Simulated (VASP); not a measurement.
A run of VASP 6.6.1 is set up as follows.

File INCAR:

```
PREC = Accurate ; ENCUT = 520
EDIFF = 1E-6 ; ISMEAR = 0
SIGMA = 0.1 ; LREAL = F
LASPH = T ; NELM = 150
ALGO = Normal ; ISIF = 2
LWAVE = F ; LCHARG = F
ISPIN = 2 ; MAGMOM = 0 0 0 0 1 1 1
LORBIT = 11 ; GGA = PE
NBANDS = 30
```

Contents of KPOINTS:

```
regular mesh
0
Gamma
  6 6 4
```

Contents of POSCAR:

```
CsB3N3
1.0
    4.3792326200      0.0000000000      0.0000000000
   -2.1896163100      3.7925266980      0.0000000000
    0.0000000000      0.0000000000      6.9830402959
Cs B N
1 3 3
Direct
    0.0000000000      0.0000000000      0.5000000000
    0.3333333333      0.6666666667      0.0000000000
    0.6666666667      0.3333333333      0.0000000000
    0.0000000000      0.0000000000      0.0000000000
    0.3324906916      0.0000000000      0.0000000000
    0.0000000000      0.3324906916      0.0000000000
    0.6675093084      0.6675093084      0.0000000000
```

Potentials or basis: VASP PAW PBE potentials, release 64 (Cs_sv, B, N).

Command:

```sh
$ cat potpaw_PBE.64/Cs_sv/POTCAR potpaw_PBE.64/B/POTCAR potpaw_PBE.64/N/POTCAR > POTCAR
$ mpirun -np 1 vasp_std > vasp.out
```

Task: Estimate the net moment.

Result: 0.00 μB per cell.

Task: What does it give for the pressure?

Result: 0.1 GPa.

Stress tensor (GPa, compression positive):
```
0.02 0.00 0.00
0.00 0.02 0.00
0.00 0.00 0.35
```
